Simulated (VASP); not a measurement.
Input of a VASP 6.6.1 run:

The input INCAR:

```
SYSTEM = Cu
PREC = Accurate ; ENCUT = 520
EDIFF = 1E-6 ; ISMEAR = 0
SIGMA = 0.1 ; LREAL = .FALSE.
LASPH = .TRUE. ; NELM = 60
ALGO = Normal ; ISIF = 2
LWAVE = .FALSE. ; LCHARG = .FALSE.
GGA = PE ; NBANDS = 12
```

File KPOINTS:

```
Automatic mesh
0
G
  20 20 20
  0 0 0
```

File POSCAR:

```
Cu
1.0
    0.0000000000      1.8328443692      1.8328443692
    1.8328443692      0.0000000000      1.8328443692
    1.8328443692      1.8328443692      0.0000000000
Cu
1
Direct
    0.0000000000      0.0000000000      0.0000000000
```

Potentials or basis: VASP PAW PBE potentials, release 64 (Cu).

Launch:

```sh
$ cat potpaw_PBE.64/Cu/POTCAR > POTCAR
$ mpirun -np 1 vasp_std > vasp.out
```

(1) What does it give for the pressure?

## Answers

(1) -3.3 GPa.
